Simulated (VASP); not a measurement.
# Si2Ni (Fm-3m) in VASP: further runs

Runs on Si2Ni. Level: PBE+U. Tasks: single point, relaxation of cell and atoms.

Everything below comes from runs of VASP 6.6.1. Logs are shortened: lines on timing, memory, paths and dates and some standing lists are left out, and cuts for length are marked.

### Step 1. The cell of the first run

The structure is cubic, space group Fm-3m (No. 225). The conventional cell has a = 5.449 Å, b = 5.449 Å, c = 5.449 Å, α = 90.00°, β = 90.00°, γ = 90.00°. Within 3.1 Å of Ni (site symmetry m-3m) lie 8 Si at 2.36 Å. Si (site symmetry -43m) has 4 Ni at 2.36 Å and 6 Si at 2.72 Å within 3.1 Å.

### Step 2. Single point, PBE+U, collinear spin, ferromagnetic start

File INCAR:

```
SYSTEM = Si2Ni
PREC     = Accurate       ! precision mode
ENCUT    = 520            ! plane-wave cutoff, eV
EDIFF    = 1E-7           ! SCF threshold, eV
ISMEAR   = -1             ! smearing method
SIGMA    = 0.05           ! smearing width, eV
LREAL    = .False.        ! projectors in reciprocal space
LASPH    = .True.         ! aspherical terms in the spheres
NELM     = 150            ! most SCF steps
ALGO     = Normal         ! electronic algorithm
ISIF     = 2              ! what is computed and relaxed
LWAVE    = .False.        ! write WAVECAR
LCHARG   = .False.        ! write CHGCAR
ISPIN    = 2              ! spin polarisation
MAGMOM   = 1 0 0          ! initial moments
LORBIT   = 11             ! projections on sites
LMAXMIX  = 4              ! l up to which the mixer works
LDAU     = .True.         ! DFT+U
LDAUTYPE = 2            
LDAUL    = 2 -1           ! shell
LDAUU    = 2 0            ! U, eV
LDAUJ    = 0 0          
LDAUPRINT= 1            
GGA      = PE             ! functional
NBANDS   = 20             ! bands
```

File KPOINTS:

```
Automatic mesh
0
Gamma
  9 9 9
  0 0 0
```

File POSCAR:

```
Si2Ni
1.0
    0.0000000000      2.7246567280      2.7246567280
    2.7246567280      0.0000000000      2.7246567280
    2.7246567280      2.7246567280      0.0000000000
Ni Si
1 2
Direct
    0.0000000000      0.0000000000      0.0000000000
    0.7500000000      0.7500000000      0.7500000000
    0.2500000000      0.2500000000      0.2500000000
```

Potentials or basis: VASP PAW PBE potentials, release 64 (Ni, Si).

On the command line:

```bash
$ cat potpaw_PBE.64/Ni/POTCAR potpaw_PBE.64/Si/POTCAR > POTCAR
$ mpirun -np 1 vasp_std > vasp.out
```

OUTCAR:

```text
SYSTEM = Si2Ni
   PREC = Accurate
   ENCUT = 520
   EDIFF = 1E-7
   ISMEAR = -1
   LREAL = .False.
   LASPH = .True.
   NELM = 150
   ISIF = 2
   ISPIN = 2
   LORBIT = 11
   GGA = PE

 ion  position               nearest neighbor table
   1  0.000  0.000  0.000-   2 2.36   2 2.36   2 2.36   2 2.36   3 2.36   3 2.36   3 2.36   3 2.36

   2  0.750  0.750  0.750-   1 2.36   1 2.36   1 2.36   1 2.36   3 2.72   3 2.72   3 2.72   3 2.72
                             3 2.72   3 2.72
   3  0.250  0.250  0.250-   1 2.36   1 2.36   1 2.36   1 2.36   2 2.72   2 2.72   2 2.72   2 2.72
                             2 2.72   2 2.72

  LATTYP: Found a face centered cubic cell.
 ALAT       =     5.4493134560

  Lattice vectors:

 A1 = (   0.0000000000,   2.7246567280,   2.7246567280)
 A2 = (   2.7246567280,   0.0000000000,   2.7246567280)
 A3 = (   2.7246567280,   2.7246567280,   0.0000000000)

Analysis of symmetry for initial positions (statically):
=====================================================================
 Subroutine PRICEL returns:
 Original cell was already a primitive cell.

 Routine SETGRP: Setting up the symmetry group for a
 face centered cubic supercell.

 Subroutine GETGRP returns: Found 48 space group operations
 (whereof 48 operations were pure point group operations)
 out of a pool of 48 trial point group operations.

The static configuration has the point symmetry O_h .

Analysis of symmetry for dynamics (positions and initial velocities):
=====================================================================
 Subroutine PRICEL returns:
 Original cell was already a primitive cell.

 Routine SETGRP: Setting up the symmetry group for a
 face centered cubic supercell.

 Subroutine GETGRP returns: Found 48 space group operations
 (whereof 48 operations were pure point group operations)
 out of a pool of 48 trial point group operations.

The dynamic configuration has the point symmetry O_h .

Analysis of structural, dynamic, and magnetic symmetry:
=====================================================================
[... 181 lines left out ...]
  o =  0.8348  v =  0.0000 -0.8577 -0.0000  0.5141 -0.0000  0.0000  0.0000  0.0000  0.0000  0.0000      0.0000  0.0000  0.0000  0.0000  0.0000  0.0000  0.0000  0.0000  0.0000  0.0000
  o =  0.8348  v =  1.0000  0.0000  0.0000  0.0000  0.0000  0.0000  0.0000  0.0000  0.0000  0.0000      0.0000  0.0000  0.0000  0.0000  0.0000  0.0000  0.0000  0.0000  0.0000  0.0000
  o =  0.8348  v =  0.0000  0.5141 -0.0000  0.8577  0.0000  0.0000  0.0000  0.0000  0.0000  0.0000      0.0000  0.0000  0.0000  0.0000  0.0000  0.0000  0.0000  0.0000  0.0000  0.0000
  o =  0.8910  v =  0.0000 -0.0000  0.4091  0.0000  0.9125  0.0000  0.0000  0.0000  0.0000  0.0000      0.0000  0.0000  0.0000  0.0000  0.0000  0.0000  0.0000  0.0000  0.0000  0.0000
  o =  0.8910  v =  0.0000  0.0000  0.9125  0.0000 -0.4091  0.0000  0.0000  0.0000  0.0000  0.0000      0.0000  0.0000  0.0000  0.0000  0.0000  0.0000  0.0000  0.0000  0.0000  0.0000
  o =  0.8910  v =  0.0000  0.0000  0.0000  0.0000  0.0000  0.0000  0.0000 -0.5886  0.0000 -0.8084      0.0000  0.0000  0.0000  0.0000  0.0000  0.0000  0.0000  0.0000  0.0000  0.0000
  o =  0.8910  v =  0.0000  0.0000  0.0000  0.0000  0.0000  0.0000 -0.0000  0.8084 -0.0000 -0.5886      0.0000  0.0000  0.0000  0.0000  0.0000  0.0000  0.0000  0.0000  0.0000  0.0000

 number of electron      17.9999992 magnetization       0.0000196

 Free energy of the ion-electron system (eV)
  ---------------------------------------------------
  ext. energy  EPLUGINS =         0.00000000
  ---------------------------------------------------
  free energy    TOTEN  =       -16.12223222 eV

  energy without entropy =      -16.11580151  energy(sigma->0) =      -16.11901687

 E-fermi :   9.9861     XC(G=0): -11.4676

 val. band max:        9.8828251029   @ k =   0.2222   0.1111   0.0000
 cond. band min:      10.0540760175   @ k =  -0.4444   0.4444   0.1111
 fundamental gap:      0.1712509145
 Fermi energy:         9.9861193399

 spin component 1

 k-point     1 :       0.0000    0.0000    0.0000
  band No.  band energies     occupation
      1      -3.5318      1.00000
      2       4.8514      1.00000
      3       4.8514      1.00000
      4       4.8514      1.00000
      5       6.3854      1.00000
      6       6.3854      1.00000
[... 1097 lines left out ...]
     19      23.6372      0.00000
     20      23.6372      0.00000

 [... further k-points ...]

------------------------ aborting loop because EDIFF is reached ----------------------------------------

  FORCE on cell =-STRESS in cart. coord.  units (eV):
  Direction    XX          YY          ZZ          XY          YZ          ZX
  --------------------------------------------------------------------------------------
  -------------------------------------------------------------------------------------
  Total       -0.3833885     -0.3833885     -0.3833885      0.0000000      0.0000000      0.0000000
  in kB      -15.1839344    -15.1839344    -15.1839344      0.0000000      0.0000000      0.0000000
  external PRESSURE =     -15.1839344 kB  Pullay stress =       0.0000000 kB

 VOLUME and BASIS-vectors are now :
 -----------------------------------------------------------------------------
  energy-cutoff  :      520.00
  volume of cell :       40.45
      direct lattice vectors                 reciprocal lattice vectors
     0.000000000  2.724656728  2.724656728    -0.183509355  0.183509355  0.183509355
     2.724656728  0.000000000  2.724656728     0.183509355 -0.183509355  0.183509355
     2.724656728  2.724656728  0.000000000     0.183509355  0.183509355 -0.183509355

 POSITION                                       TOTAL-FORCE (eV/Angst)
 -----------------------------------------------------------------------------------
      0.00000      0.00000      0.00000         0.000000      0.000000     -0.000000
      4.08699      4.08699      4.08699        -0.000000     -0.000000     -0.000000
      1.36233      1.36233      1.36233         0.000000     -0.000000      0.000000
 -----------------------------------------------------------------------------------
    total drift:                                0.000000     -0.000000     -0.000000

  FREE ENERGIE OF THE ION-ELECTRON SYSTEM (eV)
  ---------------------------------------------------
  free  energy   TOTEN  =       -16.1222322247 eV

  energy  without entropy=      -16.1158015078  energy(sigma->0) =      -16.11901687

 total charge

# of ion       s       p       d       tot
------------------------------------------
    1        0.538   0.744   8.539   9.822
    2        0.750   0.822   0.000   1.572
    3        0.750   0.822   0.000   1.572
--------------------------------------------------
tot          2.038   2.389   8.539  12.966

 magnetization (x)

# of ion       s       p       d       tot
------------------------------------------
    1       -0.000   0.000   0.000   0.000
    2        0.000   0.000   0.000   0.000
    3        0.000   0.000   0.000   0.000
--------------------------------------------------
tot          0.000   0.000   0.000   0.000
```

Run time: 36 s. Hardware: 1 thread of Intel Xeon 6975P-C (Granite Rapids), shared host; peak memory 0.2 GiB.

What came out:

```yaml
Free_energy: -16.1222 eV
Pressure: -1.5 GPa
Band_gap_on_the_k_mesh: zero (filled and empty bands overlap)
Net_moment: 0.00 μB per cell
Valence_electrons_inside_the_program's_atomic_spheres: Ni 9.82; Si 1.57
```

Eigenvalues of the final occupation matrices:
| site | spin | trace | eigenvalues |
| --- | --- | --- | --- |
| site 1 d | 1 | 4.29 | 0.83 0.83 0.83 0.89 0.89 |
| site 1 d | 2 | 4.29 | 0.83 0.83 0.83 0.89 0.89 |

Caveat: the U is typed as a test and isn't derived for this compound. The state reached can hang on the start; a lower one may exist.

### Step 3. Relaxation of cell and atoms, PBE+U, collinear spin, ferromagnetic start

This run uses another cell than the first one, of 13.17 Å³/atom, 0.976 times its volume.

Changes to INCAR since step 2:

```diff
@@ -2,4 +2,4 @@
 PREC     = Accurate       ! precision mode
-ENCUT    = 520            ! plane-wave cutoff, eV
-EDIFF    = 1E-7           ! SCF threshold, eV
+ENCUT    = 600            ! plane-wave cutoff, eV
+EDIFF    = 1E-6           ! SCF threshold, eV
 ISMEAR   = -1             ! smearing method
@@ -10,3 +10,3 @@
 ALGO     = Normal         ! electronic algorithm
-ISIF     = 2              ! what is computed and relaxed
+ISIF     = 3              ! what is computed and relaxed
 LWAVE    = .False.        ! write WAVECAR
@@ -20,3 +20,3 @@
 LDAUL    = 2 -1           ! shell
-LDAUU    = 2 0            ! U, eV
+LDAUU    = 1 0            ! U, eV
 LDAUJ    = 0 0          
@@ -24,2 +24,4 @@
 GGA      = PE             ! functional
-NBANDS   = 20             ! bands
+IBRION   = 2              ! ionic algorithm
+NSW      = 60             ! ionic steps
+EDIFFG   = -0.01          ! ionic threshold
```

KPOINTS is that of step 2.

File POSCAR:

```
Si2Ni
1.0
    0.0000000000      2.7030000000      2.7030000000
    2.7030000000      0.0000000000      2.7030000000
    2.7030000000      2.7030000000      0.0000000000
Ni Si
1 2
Direct
    0.0000000000      0.0000000000      0.0000000000
    0.7500000000      0.7500000000      0.7500000000
    0.2500000000      0.2500000000      0.2500000000
```

Potentials or basis: VASP PAW PBE potentials, release 64 (Ni, Si).

On the command line:

```bash
$ cat potpaw_PBE.64/Ni/POTCAR potpaw_PBE.64/Si/POTCAR > POTCAR
$ mpirun -np 1 vasp_std > vasp.out
```

Run time: 47 s. Hardware: 1 thread of Intel Xeon 6975P-C (Granite Rapids), shared host; peak memory 0.23 GiB.

It converged, with:

* Free energy: -16.7399 eV
* Relaxed volume: 13.43 Å³/atom
* Relaxed cell: a = 3.848 Å, b = 3.848 Å, c = 3.848 Å, α = 60.00°, β = 60.00°, γ = 60.00°
* Space group after relaxing (to 0.05 Å): Fm-3m (No. 225)
* Energy gained by relaxing: 2.3 meV/atom
* Ionic steps: 3
* Pressure after relaxing: 0.0 GPa
* Band gap on the k mesh: zero (filled and empty bands overlap)
* Net moment: 0.00 μB per cell
* Valence electrons inside the program's atomic spheres: Ni 9.79; Si 1.58

The path:
```
step  energy change (eV)  largest force (eV/Å)  pressure (GPa)  volume (Å³)
   1              0.0000                0.0000            2.86        39.50
   2             -0.0031                0.0000           -2.10        40.86
   3             -0.0069                0.0000            0.03        40.28
```

Final structure:
```
Ni Si
1.0
     0.00000    2.72063    2.72063
     2.72063    0.00000    2.72063
     2.72063    2.72063    0.00000
Ni Si
1 2
Direct
  0.00000 0.00000 0.00000
  0.75000 0.75000 0.75000
  0.25000 0.25000 0.25000
```

Levels at points of the mesh, in eV from the Fermi level:
Spin up:
```tsv
k point	band 5	band 6	band 7	band 8	band 9	band 10	band 11	band 12	band 13	band 14
(0.00, 0.00, 0.00)	-3.52	-3.52	-0.42	1.67	1.67	1.67	2.39	2.39	2.39	4.72
```
Spin down:
```csv
k point,band 6,band 7,band 8,band 9,band 10,band 11,band 12,band 13
"(0.00, 0.00, 0.00)",-3.52,-0.42,1.67,1.67,1.67,2.39,2.39,2.39
```

Eigenvalues of the final occupation matrices:
```csv
site,spin,trace,eigenvalues
site 1 d,1,4.26,0.83 0.83 0.83 0.89 0.89
site 1 d,2,4.26,0.83 0.83 0.83 0.89 0.89
```

Caveat: the U is typed as a test and isn't derived for this compound. The state reached can hang on the start; a lower one may exist.

### Step 4. Single point, PBE+U, collinear spin, ferromagnetic start

File INCAR:

```
SYSTEM = Si2Ni
PREC = Accurate
ENCUT = 590
EDIFF = 1E-6
ISMEAR = -1
SIGMA = 0.05
LREAL = .FALSE.
LASPH = .TRUE.
NELM = 200
ALGO = Normal
ISIF = 2
LWAVE = .FALSE.
LCHARG = .FALSE.
ISPIN = 2
MAGMOM = 1 0 0
LORBIT = 11
LMAXMIX = 4
LDAU = .TRUE.
LDAUTYPE = 2
LDAUL = 2 -1
LDAUU = 5 0
LDAUJ = 0 0
LDAUPRINT = 1
GGA = PE
NBANDS = 24
GGA_COMPAT = .FALSE.
```

File KPOINTS:

```
regular mesh
0
G
  9 9 9
  0 0 0
```

File POSCAR:

```
Si2Ni
1.0
    0.0000000000      2.7237290996      2.7237290996
    2.7237290996      0.0000000000      2.7237290996
    2.7237290996      2.7237290996      0.0000000000
Ni Si
1 2
Direct
    0.0000000000      0.0000000000      0.0000000000
    0.7500000000      0.7500000000      0.7500000000
    0.2500000000      0.2500000000      0.2500000000
```

Potentials or basis: VASP PAW PBE potentials, release 64 (Ni_sv_GW, Si).

On the command line:

```bash
$ cat potpaw_PBE.64/Ni_sv_GW/POTCAR potpaw_PBE.64/Si/POTCAR > POTCAR
$ mpirun -np 1 vasp_std > vasp.out
```

Run time: 72 s. Hardware: 1 thread of AMD EPYC 7R13 (Zen 3), shared host; peak memory 0.22 GiB.

Results (log left out):

```
Free energy                                           : -14.2746 eV
Pressure                                              : -1.7 GPa
Band gap on the k mesh                                : zero (filled and empty bands overlap)
Net moment                                            : 0.00 μB per cell
Valence electrons inside the program's atomic spheres : Ni 16.66; Si 1.58
```

Levels at points of the mesh, in eV from the Fermi level:
Spin up:
```tsv
k point	band 11	band 12	band 13	band 14	band 15	band 16
(0.00, 0.00, 0.00)	-0.44	1.69	1.69	1.69	2.51	2.51
```
Spin down:
```tsv
k point	band 9	band 10	band 11	band 12	band 13	band 14	band 15	band 16	band 17	band 18
(0.00, 0.00, 0.00)	-3.84	-3.84	-0.44	1.69	1.69	1.69	2.51	2.51	2.51	4.72
```

Eigenvalues of the final occupation matrices:
```csv
site,spin,trace,eigenvalues
site 1 d,1,4.00,0.77 0.77 0.77 0.85 0.85
site 1 d,2,4.00,0.77 0.77 0.77 0.85 0.85
```

Caveat: the U is typed as a test and isn't derived for this compound.

### Step 5. Overview

```csv
task,potentials or basis,U,cell,cutoff (eV),second run,gap on the mesh (eV),pressure (GPa),moment (μB)
single point,"VASP PAW PBE potentials, release 64 (Ni, Si)",Ni d U = 2.0 eV,"a = 3.853 Å, angles 60.0°, 3 atoms",520,-,none,-1.5,0.00
relaxation of cell and atoms,"VASP PAW PBE potentials, release 64 (Ni, Si)",Ni d U = 1.0 eV,"relaxed from a = 3.823 Å, angles 60.0°, 3 atoms",600,-,none,0.0,0.00
single point,"VASP PAW PBE potentials, release 64 (Ni_sv_GW, Si)",Ni d U = 5.0 eV,"a = 3.852 Å, angles 60.0°, 3 atoms",590,valence_matched,none,-1.7,0.00
```

Alike in all rows: level PBE+U; spin collinear, ferromagnetic start; k mesh 9 × 9 × 9; smearing fermi-dirac 0.05 eV.

Caveats: the U is typed as a test and isn't derived for this compound.

Absolute energies hang on the potentials; compare differences alone.
